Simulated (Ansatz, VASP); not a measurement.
**One calculation of Rh, two programs**

Contents of POSCAR:

```
Rh
1.0
    2.7309790422      0.0000000000      0.0000000000
   -1.3654895211      2.3650972278      0.0000000000
    0.0000000000      0.0000000000      4.4284890000
Rh
2
Direct
    0.6666666700      0.3333333300      0.7500000000
    0.3333333300      0.6666666700      0.2500000000
```

INCAR.step1

```
SYSTEM = Rh
PREC = Accurate
ENCUT = 580
ISMEAR = 0
SIGMA = 0.1
LREAL = .False.
LASPH = .True.
NELM = 120
GGA = PE
ALGO = Normal
EDIFF = 1E-5
LWAVE = .True.
LCHARG = .False.
GGA_COMPAT = .False.
IBRION = 2
ISIF = 3
EDIFFG = -0.005
NELMIN = 4
NSW = 100
```

File INCAR.step2:

```
SYSTEM = Rh
PREC = Accurate
ENCUT = 580
EDIFF = 1E-7
ISMEAR = 0
SIGMA = 0.1
LREAL = .False.
LASPH = .True.
NELM = 120
ALGO = Normal
ISIF = 3
LWAVE = .False.
LCHARG = .False.
METAGGA = R2SCAN
LMIXTAU = .True.
IBRION = 2
NSW = 100
EDIFFG = -0.05
ISTART = 1
GGA_COMPAT = .False.
NELMIN = 4
```

File KPOINTS:

```
Automatic mesh
0
Gamma
  12 12 4
  0 0 0
```

Input for Ansatz:

```yaml
crystal:
  lattice:
    - [2.7309790422, 0.0, 0.0]
    - [-1.3654895211, 2.3650972278, 0.0]
    - [0.0, 0.0, 4.428489]
  atoms:
    - { symbol: Rh, position: [0.66666667, 0.33333333, 0.75] }
    - { symbol: Rh, position: [0.33333333, 0.66666667, 0.25] }
basis:
  ecutwfc: 500
kpoints:
  mp_grid: { grid: [12, 12, 4] }
hamiltonian:
  xc: r2scan
scf:
  occupations: { method: gaussian, width: 0.1 }
output:
  forces: true
  stress: true
  eigenvalues: true
relax:
  adjacent_minimum: "off"
  f_tol: 0.05
  max_steps: 80
  cell: { stress_tol: 0.5 }
```

Alike in both runs: task relaxation of cell and atoms; functional r2SCAN; k mesh 12 × 12 × 4; occupations gaussian, width 0.1 eV; no spin polarisation.

|  | VASP | Ansatz |
| --- | --- | --- |
| version | VASP 6.6.1 | Ansatz 0.2.0 |
| potentials or method | VASP PAW PBE potentials, release 64 (Rh_sv_GW), cutoff 580 eV | scalar-relativistic, plane waves, PAW |
| valence electrons in the cell | 34 | 34 |

```tsv
	VASP	Ansatz	Ansatz less VASP
gap on the k mesh at the Fermi level, each at its own relaxed structure (eV)	none	none	-
relaxed volume (Å³/atom)	13.69	13.73	+0.045
relaxed cell length with the largest relative difference (Å)	2.693	2.698	+0.0047
```

VASP's potentials were made for PBE, not for r2SCAN. A gap of «none» marks a metal or a gap that the smearing closes.
